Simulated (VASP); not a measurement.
Runs of VASP 6.6.1 on Ga2O3. The structure is that of space group R-3c (No. 167), or close to it. The cells are those of the table. 

| cell | gap on the mesh (eV) | pressure (GPa) | largest force (eV/Å) |
| --- | --- | --- | --- |
| a = 5.312 Å, angles 59.0°, 10 atoms | (c) | -14.2 | 0.34 |
| a = 5.498 Å, angles 56.9°, 10 atoms | 2.21 | (a) | 0.09 |
| a = 5.458 Å, angles 55.8°, 10 atoms | 2.74 | -13.5 | 0.04 |
| a = 5.592 Å, angles 55.8°, 10 atoms | (b) | -24.0 | 0.04 |

Alike in all rows: task single point; level r2SCAN; potentials or basis VASP PAW PBE potentials, release 64 (Ga_d, O); no spin polarisation; k mesh 6 × 6 × 6; cutoff (eV) 520; smearing gaussian 0.05 eV.

Task: Estimate the missing entries.

Result: (a) -21.2; (b) 2.01; (c) 2.51.

Caveats: the cell stands under tension; the PAW data sets were made with another functional, which shifts forces and pressure a little.

A k mesh can miss the band edges, and the runs leave out spin-orbit coupling on Ga.
